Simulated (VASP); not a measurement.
Input of a VASP 6.6.1 run:

File POSCAR:

```
Ti
1.0
    1.6233629805      1.6233629805      1.6233629805
   -1.6233629805      1.6233629805      1.6233629805
   -1.6233629805     -1.6233629805      1.6233629805
Ti
1
Direct
    0.0000000000      0.0000000000      0.0000000000
```

File INCAR.step1:

```
SYSTEM = Ti
PREC     = Accurate       ! precision mode
ENCUT    = 550            ! plane-wave cutoff, eV
ISMEAR   = -1             ! smearing method
SIGMA    = 0.1            ! smearing width, eV
LREAL    = .False.        ! projectors in reciprocal space
LASPH    = .True.         ! aspherical terms in the spheres
NELM     = 120            ! most SCF steps
NBANDS   = 12             ! bands
GGA      = PE             ! functional
ALGO     = Normal         ! electronic algorithm
EDIFF    = 1E-5           ! SCF threshold, eV
LWAVE    = .True.         ! write WAVECAR
LCHARG   = .False.        ! write CHGCAR
GGA_COMPAT= .False.
```

File INCAR.step2:

```
SYSTEM = Ti
PREC     = Accurate       ! precision mode
ENCUT    = 550            ! plane-wave cutoff, eV
EDIFF    = 1E-6           ! SCF threshold, eV
ISMEAR   = -1             ! smearing method
SIGMA    = 0.1            ! smearing width, eV
LREAL    = .False.        ! projectors in reciprocal space
LASPH    = .True.         ! aspherical terms in the spheres
NELM     = 120            ! most SCF steps
ALGO     = Normal         ! electronic algorithm
ISIF     = 2              ! what is computed and relaxed
LWAVE    = .False.        ! write WAVECAR
LCHARG   = .False.        ! write CHGCAR
METAGGA  = R2SCAN         ! meta-GGA
LMIXTAU  = .True.       
NBANDS   = 12             ! bands
ISTART   = 1            
GGA_COMPAT= .False.
```

Contents of KPOINTS:

```
regular mesh
0
Gamma
  9 9 9
  0 0 0
```

Potentials or basis: VASP PAW PBE potentials, release 64 (Ti_sv).

The run is started by

```sh
$ cat potpaw_PBE.64/Ti_sv/POTCAR > POTCAR
$ cp INCAR.step1 INCAR
$ mpirun -np 1 vasp_std > vasp.out
$ cp INCAR.step2 INCAR
$ mpirun -np 1 vasp_std > vasp.out
```

Question: Predict the pressure.

Answer: 1.4 GPa.

Question: Predict the band gap on the k mesh.

Answer: Zero (bands 6 and 7 overlap by 1.85 eV).

Caveat: the PAW data sets were made with another functional, which shifts forces and pressure a little.
